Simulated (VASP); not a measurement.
# ReRu (Pm-3m) in VASP: single point with PBE

Aim: the single point of ReRu with PBE.

All numbers are computed with VASP 6.6.1; they aren't measurements. Logs are shortened: lines on timing, memory, paths and dates and some standing lists are left out, and cuts for length are marked.

### 1 The cell of the first run

Symmetry: Pm-3m, No. 221, cubic system. Conventional cell: a = 3.016 Å, b = 3.016 Å, c = 3.016 Å, α = 90.00°, β = 90.00°, γ = 90.00°. Within 3.4 Å of Re (site symmetry m-3m) lie 8 Ru at 2.61 Å and 6 Re at 3.02 Å. Ru (site symmetry m-3m) has 8 Re at 2.61 Å and 6 Ru at 3.02 Å within 3.4 Å.

### 2 Single point, PBE

File INCAR:

```
SYSTEM = ReRu
PREC = Accurate
ENCUT = 520
EDIFF = 1E-6
ISMEAR = 0
SIGMA = 0.1
LREAL = .False.
LASPH = .True.
NELM = 100
ALGO = Fast
ISIF = 2
LWAVE = .False.
LCHARG = .False.
GGA = PE
NBANDS = 18
```

File KPOINTS:

```
regular mesh
0
Gamma
  6 6 6
  0 0 0
```

File POSCAR:

```
ReRu
1.0
    3.0162070600      0.0000000000      0.0000000000
    0.0000000000      3.0162070600      0.0000000000
    0.0000000000      0.0000000000      3.0162070600
Re Ru
1 1
Direct
    0.0000000000      0.0000000000      0.0000000000
    0.5000000000      0.5000000000      0.5000000000
```

Potentials or basis: VASP PAW PBE potentials, release 64 (Re, Ru_pv).

Launch:

```sh
$ cat potpaw_PBE.64/Re/POTCAR potpaw_PBE.64/Ru_pv/POTCAR > POTCAR
$ mpirun -np 1 vasp_std > vasp.out
```

OUTCAR:

```text
SYSTEM = ReRu
   PREC = Accurate
   ENCUT = 520
   EDIFF = 1E-6
   ISMEAR = 0
   LREAL = .False.
   LASPH = .True.
   NELM = 100
   ISIF = 2
   GGA = PE

 ion  position               nearest neighbor table
   1  0.000  0.000  0.000-   2 2.61   2 2.61   2 2.61   2 2.61   2 2.61   2 2.61   2 2.61   2 2.61

   2  0.500  0.500  0.500-   1 2.61   1 2.61   1 2.61   1 2.61   1 2.61   1 2.61   1 2.61   1 2.61

  LATTYP: Found a simple cubic cell.
 ALAT       =     3.0162070600

  Lattice vectors:

 A1 = (   3.0162070600,   0.0000000000,   0.0000000000)
 A2 = (   0.0000000000,   3.0162070600,   0.0000000000)
 A3 = (   0.0000000000,   0.0000000000,   3.0162070600)

Analysis of symmetry for initial positions (statically):
=====================================================================
 Subroutine PRICEL returns:
 Original cell was already a primitive cell.

 Routine SETGRP: Setting up the symmetry group for a
 simple cubic supercell.

 Subroutine GETGRP returns: Found 48 space group operations
 (whereof 48 operations were pure point group operations)
 out of a pool of 48 trial point group operations.

The static configuration has the point symmetry O_h .

Analysis of symmetry for dynamics (positions and initial velocities):
=====================================================================
 Subroutine PRICEL returns:
 Original cell was already a primitive cell.

 Routine SETGRP: Setting up the symmetry group for a
 simple cubic supercell.

 Subroutine GETGRP returns: Found 48 space group operations
 (whereof 48 operations were pure point group operations)
 out of a pool of 48 trial point group operations.

The dynamic configuration has the point symmetry O_h .

 Subroutine INISYM returns: Found 48 space group operations
 (whereof 48 operations are pure point group operations),
 and found     1 'primitive' translations

----------------------------------------------------------------------------------------

                                     Primitive cell

  volume of cell :      27.4400

  direct lattice vectors                    reciprocal lattice vectors
     3.016207060  0.000000000  0.000000000     0.331542225  0.000000000  0.000000000
     0.000000000  3.016207060  0.000000000     0.000000000  0.331542225  0.000000000
     0.000000000  0.000000000  3.016207060     0.000000000  0.000000000  0.331542225

  length of vectors
     3.016207060  3.016207060  3.016207060     0.331542225  0.331542225  0.331542225

[... 74 lines left out ...]
   NELM   =    100;   NELMIN=  2; NELMDL= -5     # of ELM steps
   EDIFF  = 0.1E-05   stopping-criterion for ELM
   LREAL  =      F    real-space projection
   EDIFFG = 0.1E-04   stopping-criterion for IOM
   NSW    =      0    number of steps for IOM
   IBRION =     -1    ionic relax: 0-MD 1-quasi-New 2-CG
   NFREE  =      0    steps in history (QN), initial steepest desc. (CG)
   ISIF   =      2    stress and relaxation
   ISYM   =      2    0-nonsym 1-usesym 2-fastsym
   POTIM  = 0.5000    time-step for ionic-motion
   TEBEG  =    0.0;   TEEND  =   0.0 temperature during run
   PSTRESS=    0.0 pullay stress
   NELECT =      21.0000    total number of electrons
   NUPDOWN=      -1.0000    fix difference up-down
   EMIN   =  10.00;   EMAX   =-10.00  energy-range for DOS
   EFERMI =   0.00;   METHOD = LEGACY
   ISMEAR =     0;   SIGMA  =   0.10  broadening in eV -4-tet -1-fermi 0-gaus
   EFERMI_NEDOS =   21; number of points for ismear=-14 and -15
   IALGO  =     68    algorithm
   IMIX   =      4    mixing-type and parameters
     AMIX     =   0.40;   BMIX     =  1.00
     AMIX_MAG =   1.60;   BMIX_MAG =  1.00
  volume/ion in A,a.u.               =      13.72        92.59
  Fermi-wavevector in a.u.,A,eV,Ry     =   1.497454  2.829777 30.509269  2.242368
  Thomas-Fermi vector in A             =   2.609340
   LORBIT       =      0    0 simple, 1 ext, 2 COOP (PROOUT), +10 PAW based schemes
   GGA     = PE    functional components
   LHFCALC =     F    Hartree Fock is set to
   AEXX    =    0.0000 exact exchange contribution
   IVDW    =     0    specifies the selected vdW correction
   LEPSILON=     F    determine dielectric tensor
   LRPA    =     F    only Hartree local field effects (RPA)
 non-spin polarized calculation
 RMM-DIIS sequential band-by-band and
 Gauss-broadening in eV      SIGMA  =   0.10
  energy-cutoff  :      520.00
  volume of cell :       27.44
 maximum number of plane-waves:       756
 NGX is ok and might be reduce to    24
   NGX = 11   NGY = 11   NGZ = 11

 number of electron      20.9999997 magnetization

 Free energy of the ion-electron system (eV)
  ---------------------------------------------------
  ext. energy  EPLUGINS =         0.00000000
  ---------------------------------------------------
  free energy    TOTEN  =       -20.36242035 eV

  energy without entropy =      -20.33600474  energy(sigma->0) =      -20.34921255

 E-fermi :  11.3349     XC(G=0): -14.0906

 val. band max:       11.2958672935   @ k =   0.5000   0.3333   0.0000
 cond. band min:      11.3364595568   @ k =   0.1667   0.1667   0.0000
 fundamental gap:      0.0405922633
 Fermi energy:        11.3349015731

 k-point     1 :       0.0000    0.0000    0.0000
  band No.  band energies     occupation
      1     -31.9705      2.00000
      2     -31.9705      2.00000
      3     -31.9705      2.00000
      4       1.5353      2.00000
      5       4.1522      2.00000
      6       4.1522      2.00000
[... 397 lines left out ...]
      5       6.9378      2.00000
      6       6.9378      2.00000
[... 10 lines left out ...]
     17      21.8499      0.00000
     18      21.8551      0.00000

------------------------ aborting loop because EDIFF is reached ----------------------------------------

  FORCE on cell =-STRESS in cart. coord.  units (eV):
  Direction    XX          YY          ZZ          XY          YZ          ZX
  --------------------------------------------------------------------------------------
  -------------------------------------------------------------------------------------
  Total        4.4008533      4.4008533      4.4008533      0.0000000      0.0000000     -0.0000000
  in kB      256.9591065    256.9591065    256.9591065      0.0000000      0.0000000     -0.0000000
  external PRESSURE =     256.9591065 kB  Pullay stress =       0.0000000 kB

 VOLUME and BASIS-vectors are now :
 -----------------------------------------------------------------------------
  energy-cutoff  :      520.00
  volume of cell :       27.44
      direct lattice vectors                 reciprocal lattice vectors
     3.016207060  0.000000000  0.000000000     0.331542225  0.000000000  0.000000000
     0.000000000  3.016207060  0.000000000     0.000000000  0.331542225  0.000000000
     0.000000000  0.000000000  3.016207060     0.000000000  0.000000000  0.331542225

 POSITION                                       TOTAL-FORCE (eV/Angst)
 -----------------------------------------------------------------------------------
      0.00000      0.00000      0.00000         0.000000      0.000000      0.000000
      1.50810      1.50810      1.50810         0.000000      0.000000      0.000000
 -----------------------------------------------------------------------------------
    total drift:                                0.000000     -0.000000     -0.000000

  FREE ENERGIE OF THE ION-ELECTRON SYSTEM (eV)
  ---------------------------------------------------
  free  energy   TOTEN  =       -20.3624203485 eV

  energy  without entropy=      -20.3360047429  energy(sigma->0) =      -20.34921255
```

stdout:

```text
POSCAR found type information on POSCAR ReRu
 POSCAR found :  2 types and       2 ions
 scaLAPACK will be used
 LDA part: xc-table for (Slater+PW92), standard interpolation
 POSCAR, INCAR and KPOINTS ok, starting setup
 FFT: planning ... GRIDC
 FFT: planning ... GRID_SOFT
 FFT: planning ... GRID
 WAVECAR not read
 entering main loop
```

Run time: 9.1 s. Hardware: 1 thread of Intel Xeon Platinum 8488C (Sapphire Rapids), shared host; peak memory 0.14 GiB.

Results:

| Item | Value |
| --- | --- |
| Free energy | -20.3624 eV |
| Pressure | 25.7 GPa |

Caveat: spin-orbit coupling is left out, which moves the levels of the heavy elements.
